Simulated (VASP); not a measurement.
Here is a VASP 6.6.1 calculation.

Contents of INCAR:

```
SYSTEM = W
PREC = Accurate
ENCUT = 520
EDIFF = 1E-6
ISMEAR = -1
SIGMA = 0.1
LREAL = .False.
LASPH = .True.
NELM = 100
ALGO = Normal
ISIF = 2
LWAVE = .False.
LCHARG = .False.
GGA = PE
NBANDS = 13
```

File KPOINTS:

```
regular mesh
0
Gamma
  18 18 18
  0 0 0
```

The input POSCAR:

```
W
1.0
    0.0000000000      1.7989993583      1.7989993583
    1.7989993583      0.0000000000      1.7989993583
    1.7989993583      1.7989993583      0.0000000000
W
1
Direct
    0.0000000000      0.0000000000      0.0000000000
```

Potentials or basis: VASP PAW PBE potentials, release 64 (W_sv).

The run is started by

```sh
$ cat potpaw_PBE.64/W_sv/POTCAR > POTCAR
$ mpirun -np 1 vasp_std > vasp.out
```

Predict the band gap on the k mesh.

zero (band 7 reaches 21.97 eV, above the bottom of band 8 at 14.65 eV).

Estimate the pressure.

195.2 GPa.

Caveat: spin-orbit coupling is left out, which moves the levels of the heavy elements.
